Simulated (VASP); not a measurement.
# AlCo (NiAs type) (P6_3/mmc) in VASP: single point with PBE

Aim: the single point of AlCo (NiAs type) with PBE.

Everything below comes from runs of VASP 6.6.1. Logs are shortened: lines on timing, memory, paths and dates and some standing lists are left out, and cuts for length are marked.

## (1) The cell of the first run

It takes space group P6_3/mmc (No. 194, hexagonal). Conventional cell: a = 2.729 Å, b = 2.729 Å, c = 7.583 Å, α = 90.00°, β = 90.00°, γ = 120.00°. Within 3.3 Å of Co (site symmetry -3m) lie 6 Al at 2.47 Å and 6 Co at 2.73 Å. Within 3.3 Å of Al (site symmetry -6m2) lie 6 Co at 2.47 Å and 6 Al at 2.73 Å.

## (2) Single point, PBE

INCAR reads:

```
SYSTEM = AlCo
ALGO = Normal
EDIFF = 1E-6
ENCUT = 520
GGA = PE
ISIF = 2
ISMEAR = -1
LASPH = .TRUE.
LCHARG = .FALSE.
LREAL = .FALSE.
LWAVE = .FALSE.
NBANDS = 20
NELM = 80
PREC = Accurate
SIGMA = 0.1
```

KPOINTS reads:

```
k-points
0
G
  10 10 6
  0 0 0
```

POSCAR reads:

```
AlCo
1.0
    2.7289467686      0.0000000000      0.0000000000
   -1.3644733843      2.3633372272      0.0000000000
    0.0000000000      0.0000000000      7.5833341311
Co Al
2 2
Direct
    0.0000000000      0.0000000000      0.0000000000
    0.0000000000      0.0000000000      0.5000000000
    0.3333333333      0.6666666667      0.2500000000
    0.6666666667      0.3333333333      0.7500000000
```

Potentials or basis: VASP PAW PBE potentials, release 64 (Co, Al).

On the command line:

```console
> cat potpaw_PBE.64/Co/POTCAR potpaw_PBE.64/Al/POTCAR > POTCAR
> mpirun -np 1 vasp_std > vasp.out
```

OUTCAR:

```text
SYSTEM = AlCo
   EDIFF = 1E-6
   ENCUT = 520
   GGA = PE
   ISIF = 2
   ISMEAR = -1
   LASPH = .TRUE.
   LREAL = .FALSE.
   NELM = 80
   PREC = Accurate

 ion  position               nearest neighbor table
   1  0.000  0.000  0.000-   3 2.47   4 2.47   4 2.47   3 2.47   4 2.47   3 2.47
   2  0.000  0.000  0.500-   3 2.47   4 2.47   4 2.47   3 2.47   4 2.47   3 2.47
   3  0.333  0.667  0.250-   1 2.47   2 2.47   1 2.47   2 2.47   1 2.47   2 2.47
   4  0.667  0.333  0.750-   1 2.47   2 2.47   1 2.47   2 2.47   1 2.47   2 2.47

  LATTYP: Found a hexagonal cell.
 ALAT       =     2.7289467686
 C/A-ratio  =     2.7788501477

  Lattice vectors:

 A1 = (   2.7289467686,   0.0000000000,   0.0000000000)
 A2 = (  -1.3644733843,   2.3633372272,   0.0000000000)
 A3 = (   0.0000000000,   0.0000000000,   7.5833341311)

Analysis of symmetry for initial positions (statically):
=====================================================================
 Subroutine PRICEL returns:
 Original cell was already a primitive cell.

 Routine SETGRP: Setting up the symmetry group for a
 hexagonal supercell.

 Subroutine GETGRP returns: Found 24 space group operations
 (whereof 12 operations were pure point group operations)
 out of a pool of 24 trial point group operations.

The static configuration has the point symmetry D_3d.
 The point group associated with its full space group is D_6h.

Analysis of symmetry for dynamics (positions and initial velocities):
=====================================================================
 Subroutine PRICEL returns:
 Original cell was already a primitive cell.

 Routine SETGRP: Setting up the symmetry group for a
 hexagonal supercell.

 Subroutine GETGRP returns: Found 24 space group operations
 (whereof 12 operations were pure point group operations)
 out of a pool of 24 trial point group operations.

The dynamic configuration has the point symmetry D_3d.
 The point group associated with its full space group is D_6h.

 Subroutine INISYM returns: Found 24 space group operations
 (whereof 12 operations are pure point group operations),
 and found     1 'primitive' translations

----------------------------------------------------------------------------------------

                                     Primitive cell

  volume of cell :      48.9081

  direct lattice vectors                    reciprocal lattice vectors
     2.728946769  0.000000000  0.000000000     0.366441739  0.211565237  0.000000000
    -1.364473384  2.363337227  0.000000000     0.000000000  0.423130474  0.000000000
     0.000000000  0.000000000  7.583334131     0.000000000  0.000000000  0.131868118

  length of vectors
     2.728946769  2.728946769  7.583334131     0.423130474  0.423130474  0.131868118

  position of ions in fractional coordinates (direct lattice)
     0.000000000  0.000000000  0.000000000
     0.000000000  0.000000000  0.500000000
     0.333333333  0.666666667  0.250000000
     0.666666667  0.333333333  0.750000000

  ion indices of the primitive-cell ions
   primitive index   ion index
                 1           1
                 2           2
                 3           3
                 4           4

----------------------------------------------------------------------------------------

 KPOINTS: k-points

Automatic generation of k-mesh.
 Grid dimensions read from file:
 generate k-points for:   10   10    6

 Generating k-lattice:

  Cartesian coordinates                     Fractional coordinates (reciprocal lattice)
     0.036644174  0.021156524  0.000000000     0.100000000  0.000000000  0.000000000
     0.000000000  0.042313047  0.000000000     0.000000000  0.100000000  0.000000000
     0.000000000  0.000000000  0.021978020     0.000000000  0.000000000  0.166666667

  Length of vectors
     0.042313047  0.042313047  0.021978020

  Shift w.r.t. Gamma in fractional coordinates (k-lattice)
     0.000000000  0.000000000  0.000000000

 Subroutine IBZKPT returns following result:
 ===========================================

 Found     56 irreducible k-points:

 Following reciprocal coordinates:
            Coordinates               Weight
  0.000000  0.000000  0.000000      1.000000
  0.100000  0.000000  0.000000      6.000000
  0.200000  0.000000  0.000000      6.000000
  0.300000  0.000000  0.000000      6.000000
  0.400000  0.000000  0.000000      6.000000
  0.500000  0.000000  0.000000      3.000000
[... 16 lines left out ...]
  0.300000  0.100000  0.166667     24.000000
  0.400000  0.100000  0.166667     24.000000
 [... further k-points ...]
   k-points           NKPTS =     56   k-points in BZ     NKDIM =     56   number of bands    NBANDS=     20
   number of dos      NEDOS =    301   number of ions     NIONS =      4
   total plane-waves  NPLWV =  22400
   dimension x,y,z NGX =    20 NGY =   20 NGZ =   56
   dimension x,y,z NGXF=    40 NGYF=   40 NGZF=  112
   ions per type =               2   2
   NGX,Y,Z   is equivalent  to a cutoff of  12.18, 12.18, 12.28 a.u.
   NGXF,Y,Z  is equivalent  to a cutoff of  24.37, 24.37, 24.55 a.u.
 SYSTEM =  AlCo
   PREC   = accura    normal or accurate (medium, high low for compatibility)
   ISTART =      0    job   : 0-new  1-cont  2-samecut
   ICHARG =      2    charge: 1-file 2-atom 10-const
   ISPIN  =      1    spin polarized calculation?
   LNONCOLLINEAR =      F non collinear calculations
   LSORBIT =      F    spin-orbit coupling
   LASPH  =      T    aspherical Exc in radial PAW
   ENCUT  =  520.0 eV  38.22 Ry    6.18 a.u.   5.07  5.07 14.10*2*pi/ulx,y,z
   NELM   =     80;   NELMIN=  2; NELMDL= -5     # of ELM steps
   EDIFF  = 0.1E-05   stopping-criterion for ELM
   LREAL  =      F    real-space projection
   EDIFFG = 0.1E-04   stopping-criterion for IOM
   NSW    =      0    number of steps for IOM
   IBRION =     -1    ionic relax: 0-MD 1-quasi-New 2-CG
   NFREE  =      0    steps in history (QN), initial steepest desc. (CG)
   ISIF   =      2    stress and relaxation
   ISYM   =      2    0-nonsym 1-usesym 2-fastsym
   POTIM  = 0.5000    time-step for ionic-motion
   TEBEG  =    0.0;   TEEND  =   0.0 temperature during run
   PSTRESS=    0.0 pullay stress
   NELECT =      24.0000    total number of electrons
   NUPDOWN=      -1.0000    fix difference up-down
   EMIN   =  10.00;   EMAX   =-10.00  energy-range for DOS
   EFERMI =   0.00;   METHOD = LEGACY
   ISMEAR =    -1;   SIGMA  =   0.10  broadening in eV -4-tet -1-fermi 0-gaus
   EFERMI_NEDOS =   21; number of points for ismear=-14 and -15
   IALGO  =     38    algorithm
   IMIX   =      4    mixing-type and parameters
     AMIX     =   0.40;   BMIX     =  1.00
     AMIX_MAG =   1.60;   BMIX_MAG =  1.00
  volume/ion in A,a.u.               =      12.23        82.51
  Fermi-wavevector in a.u.,A,eV,Ry     =   1.291274  2.440153 22.686183  1.667387
  Thomas-Fermi vector in A             =   2.423054
   LORBIT       =      0    0 simple, 1 ext, 2 COOP (PROOUT), +10 PAW based schemes
   GGA     = PE    functional components
   LHFCALC =     F    Hartree Fock is set to
   AEXX    =    0.0000 exact exchange contribution
   IVDW    =     0    specifies the selected vdW correction
   LEPSILON=     F    determine dielectric tensor
   LRPA    =     F    only Hartree local field effects (RPA)
 non-spin polarized calculation
  energy-cutoff  :      520.00
  volume of cell :       48.91
 maximum number of plane-waves:      1334
   NGX = 11   NGY = 11   NGZ = 29

 number of electron      23.9999992 magnetization

 Free energy of the ion-electron system (eV)
  ---------------------------------------------------
  ext. energy  EPLUGINS =         0.00000000
  ---------------------------------------------------
  free energy    TOTEN  =       -22.90085168 eV

  energy without entropy =      -22.76834998  energy(sigma->0) =      -22.83460083

 E-fermi :   9.6586     XC(G=0): -11.9973

 val. band max:        9.6536281420   @ k =   0.3000   0.1000   0.0000
 cond. band min:       9.6668574663   @ k =   0.3000   0.1000   0.3333
 fundamental gap:      0.0132293242
 Fermi energy:         9.6586118300

 k-point     1 :       0.0000    0.0000    0.0000
  band No.  band energies     occupation
      1      -1.0177      2.00000
      2       0.7879      2.00000
      3       2.7637      2.00000
      4       6.4939      2.00000
      5       8.0273      2.00000
      6       8.3469      2.00000
[... 12 lines left out ...]
     19      24.1992      0.00000
     20      24.1992      0.00000

 k-point     2 :       0.1000    0.0000    0.0000
  band No.  band energies     occupation
      1      -0.7488      2.00000
      2       1.0165      2.00000
      3       3.0450      2.00000
      4       6.6500      2.00000
      5       8.0209      2.00000
      6       8.0835      2.00000
[... 12 lines left out ...]
     19      21.5431      0.00000
     20      22.8787      0.00000

 k-point     3 :       0.2000    0.0000    0.0000
  band No.  band energies     occupation
      1       0.0464      2.00000
      2       1.6903      2.00000
      3       3.8598      2.00000
      4       7.0184      2.00000
      5       7.5125      2.00000
      6       7.9482      2.00000
[... 12 lines left out ...]
     19      20.7944      0.00000
     20      21.2012      0.00000

 k-point     4 :       0.3000    0.0000    0.0000
  band No.  band energies     occupation
      1       1.3284      2.00000
      2       2.7637      2.00000
      3       5.0742      2.00000
      4       7.1727      2.00000
      5       7.2010      2.00000
      6       7.7029      2.00000
[... 429 lines left out ...]
 k-point    23 :       0.3000    0.1000    0.1667
  band No.  band energies     occupation
      1       2.3704      2.00000
      2       3.4366      2.00000
      3       5.9978      2.00000
      4       6.9436      2.00000
      5       7.2715      2.00000
      6       7.5582      2.00000
[... 12 lines left out ...]
     19      16.5940      0.00000
     20      18.1734      0.00000

 k-point    24 :       0.4000    0.1000    0.1667
  band No.  band energies     occupation
      1       4.1177      2.00000
      2       4.8494      2.00000
      3       6.1826      2.00000
      4       6.3228      2.00000
      5       7.1379      2.00000
      6       7.2123      2.00000
[... 12 lines left out ...]
     19      15.8447      0.00000
     20      17.8034      0.00000

 [... further k-points ...]

------------------------ aborting loop because EDIFF is reached ----------------------------------------

  FORCE on cell =-STRESS in cart. coord.  units (eV):
  Direction    XX          YY          ZZ          XY          YZ          ZX
  --------------------------------------------------------------------------------------
  -------------------------------------------------------------------------------------
  Total        0.0413175      0.0413175     -0.0881937      0.0000000     -0.0000000      0.0000000
  in kB        1.3535180      1.3535180     -2.8891313      0.0000000     -0.0000000      0.0000000
  external PRESSURE =      -0.0606985 kB  Pullay stress =       0.0000000 kB

 VOLUME and BASIS-vectors are now :
 -----------------------------------------------------------------------------
  energy-cutoff  :      520.00
  volume of cell :       48.91
      direct lattice vectors                 reciprocal lattice vectors
     2.728946769  0.000000000  0.000000000     0.366441739  0.211565237  0.000000000
    -1.364473384  2.363337227  0.000000000     0.000000000  0.423130474  0.000000000
     0.000000000  0.000000000  7.583334131     0.000000000  0.000000000  0.131868118

 POSITION                                       TOTAL-FORCE (eV/Angst)
 -----------------------------------------------------------------------------------
      0.00000      0.00000      0.00000        -0.000000      0.000000      0.000000
      0.00000      0.00000      3.79167        -0.000000      0.000000      0.000000
     -0.00000      1.57556      1.89583         0.000000      0.000000      0.000000
      1.36447      0.78778      5.68750        -0.000000     -0.000000      0.000000
 -----------------------------------------------------------------------------------
    total drift:                               -0.000000      0.000000      0.000000

  FREE ENERGIE OF THE ION-ELECTRON SYSTEM (eV)
  ---------------------------------------------------
  free  energy   TOTEN  =       -22.9008516773 eV

  energy  without entropy=      -22.7683499792  energy(sigma->0) =      -22.83460083
```

Run time: 57 s. Hardware: 1 thread of Intel Xeon 8259CL, shared host; peak memory 0.19 GiB.

What came out:

- Free energy: -22.9009 eV
- Pressure: 0.0 GPa
- Band gap on the k mesh: zero (bands 12 and 13 overlap by 1.27 eV)

Levels at points of the mesh, in eV from the Fermi level:
```csv
k point,band 8,band 9,band 10,band 11,band 12,band 13,band 14,band 15,band 16,band 17
"(0.00, 0.00, 0.00)",-1.30,-1.30,-1.07,-0.63,-0.63,-0.52,-0.52,3.91,10.48,13.20
"(0.50, 0.00, 0.00)",-1.12,-1.06,-0.89,-0.78,0.11,0.11,1.26,2.33,3.45,5.18
"(0.00, 0.00, 0.50)",-1.31,-1.31,-1.31,-0.58,-0.58,-0.58,-0.58,6.94,6.94,13.86
"(0.50, 0.00, 0.50)",-1.78,-0.98,-0.98,0.11,0.11,0.33,0.33,3.78,3.78,4.21
```

Caveat: the run has no spin polarisation, though such a crystal can be magnetic. Spin polarisation is off, so any magnetic state and its effect on volume and gap are missing.
